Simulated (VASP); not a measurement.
A run of VASP 6.6.1 is set up as follows.

INCAR

```
PREC = Accurate
ENCUT = 520
EDIFF = 1E-7
ISMEAR = -1
SIGMA = 0.05
LREAL = False
LASPH = True
NELM = 60
ALGO = Normal
ISIF = 2
LWAVE = False
LCHARG = True
LELF = True
LVHAR = True
NBANDS = 26
```

The input KPOINTS:

```
Automatic mesh
0
Gamma
  12 12 4
```

The input POSCAR:

```
C
1.0
    2.5051726443      0.0000000000      0.0000000000
   -1.2525863222      2.1695431509      0.0000000000
    0.0000000000      0.0000000000      8.1818157839
C
8
Direct
    0.6666666667      0.3333333333      0.8437500000
    0.3333333333      0.6666666667      0.3437500000
    0.6666666667      0.3333333333      0.6562500000
    0.3333333333      0.6666666667      0.1562500000
    0.0000000000      0.0000000000      0.9062500000
    0.0000000000      0.0000000000      0.4062500000
    0.0000000000      0.0000000000      0.5937500000
    0.0000000000      0.0000000000      0.0937500000
```

Potentials or basis: VASP PAW LDA potentials, release 64 (C).

The run is started by

```bash
$ cat potpaw_LDA.64/C/POTCAR > POTCAR
$ mpirun -np 1 vasp_std > vasp.out
```

Question: Predict the pressure.

Answer: -2.1 GPa.

Question: Estimate the largest force.

Answer: 0.345 eV/Å.

Question: What does it give for the band gap on the k mesh?

Answer: 4.42 eV, indirect (least direct gap 5.18 eV).

Stress tensor (GPa, compression positive):
```
-6.53  0.00  0.00
 0.00 -6.53  0.00
 0.00  0.00  6.63
```

A k mesh can miss the band edges. A hybrid or GW would open this gap; LDA tends to underestimate it.
